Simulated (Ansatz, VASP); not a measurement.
## SiNi in VASP and in Ansatz

```xyz
4
Lattice="0.0000 2.5746 2.5746 2.5746 0.0000 2.5746 5.1492 5.1492 0.0000" Properties=species:S:1:pos:R:3 pbc="T T T"
Ni    2.5746    2.5746    5.1492
Ni    5.1492    5.1492    5.1492
Si    1.2873    1.2873    1.2873
Si    3.8619    3.8619    1.2873
```

Alike in both runs: task single point; functional PBE; k mesh 14 × 14 × 7; occupations gaussian, width 0.1 eV; collinear spin.

```csv
,VASP,Ansatz
version,VASP 6.6.1,Ansatz 0.2.0
potentials or method,"VASP PAW PBE potentials, release 64 (Ni, Si), cutoff 520 eV","scalar-relativistic, plane waves, PAW"
valence electrons in the cell,28,44
```

```tsv
	VASP	Ansatz	Ansatz less VASP
gap on the k mesh at the Fermi level (eV)	none	none	-
pressure (GPa)	0.0	0.0	-0.04
net moment per atom (μB)	0.00	0.00	0.000
```

A gap of «none» marks a metal or a gap that the smearing closes. VASP's potentials hold 28 valence electrons a cell and Ansatz's 44, so a difference there can come from the potentials and not from the codes. Ansatz's warnings: seeded moment not kept.
